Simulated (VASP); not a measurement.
## TiO2 (x): single point with LDA

TiO2 (x):

```
Ti O
1.0
    -1.89460    1.89460    4.76850
     1.89460   -1.89460    4.76850
     1.89460    1.89460   -4.76850
Ti O
2 4
Direct
  0.00000 0.00000 0.00000
  0.75000 0.25000 0.50000
  0.20697 0.20697 0.00000
  0.95697 0.45697 0.50000
  0.54303 0.04303 0.50000
  0.79303 0.79303 0.00000
```

```json
{
 "Program": "VASP 6.6.1",
 "Task": "single point",
 "Functional": "LDA",
 "Potentials or basis": "VASP PAW LDA potentials, release 64 (Ti_sv, O)",
 "Cutoff": "600 eV",
 "k mesh": "10 × 10 × 10",
 "Occupations": "gaussian, width 0.02 eV",
 "Spin": "no spin polarisation",
 "Dipole correction": "no",
 "Further INCAR settings": "ALGO = Normal; EDIFF = 1e-06; NBANDS = 33"
}
```

* Pressure: -6.3 GPa
* Largest force: 0.034 eV/Å
* Band gap on the k mesh: 2.03 eV, indirect (least direct gap 2.34 eV)

Forces in eV/Å, atoms in the order of the input:
```
Ti   0.000  0.000  0.000
Ti   0.000  0.000  0.000
O    0.000  0.000  0.034
O    0.000  0.000  0.034
O    0.000  0.000 -0.034
O    0.000  0.000 -0.034
```

Stress tensor (GPa, compression positive):
```
-7.07  0.00  0.00
 0.00 -7.07  0.00
 0.00  0.00 -4.61
```

Levels at points of the mesh, in eV from the valence-band top:
```
           k point  band 22  band 23  band 24  band 25  band 26  band 27
(0.00, 0.00, 0.00)    -0.74    -0.44    -0.44     2.03     2.79     3.98
(0.50, 0.00, 0.00)    -0.94    -0.80    -0.61     3.16     3.51     3.52
(0.50, 0.50, 0.00)    -2.04    -0.04    -0.04     3.27     3.27     3.77
(0.50, 0.50, 0.50)    -1.23    -0.09    -0.09     2.40     2.40     3.73
```

Wall time 7 min on 1 thread of Intel(R) Xeon(R) Platinum 8375C CPU @ 2.90GHz (Ice Lake) (shared host), peak memory 0.41 GiB.

A k mesh can miss the band edges. Expect the measured gap to be larger: semilocal functionals such as LDA lack the derivative discontinuity.
